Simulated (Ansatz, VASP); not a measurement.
## WS3 in VASP and in Ansatz

```
CELL_PARAMETERS angstrom
4.42505 0.00000 0.00000
0.00000 4.42505 0.00000
0.00000 0.00000 2.97992
ATOMIC_POSITIONS crystal
W 0.00000 0.00000 0.00000
S 0.00000 0.50000 0.50000
S 0.50000 0.00000 0.50000
S 0.50000 0.50000 0.00000
```

Alike in both runs: functional PBE; k mesh 10 × 10 × 16; occupations gaussian, width 0.1 eV; no spin polarisation.

Ansatz relaxed the structure, and its values are those at the end. VASP's run is a single point on that final structure, the one shown.

|  | VASP | Ansatz |
| --- | --- | --- |
| version | VASP 6.6.1 | Ansatz 0.2.0 |
| potentials or method | VASP PAW PBE potentials, release 64 (W_sv, S), cutoff 500 eV | scalar-relativistic, plane waves, PAW |
| valence electrons in the cell | 32 | 32 |

|  | VASP | Ansatz | Ansatz less VASP |
| --- | --- | --- | --- |
| gap on the k mesh at the Fermi level (eV) | none | none | - |
| pressure (GPa) | 0.0 | 0.0 | +0.01 |

A gap of «none» marks a metal or a gap that the smearing closes.

Neither program's run includes spin-orbit coupling.
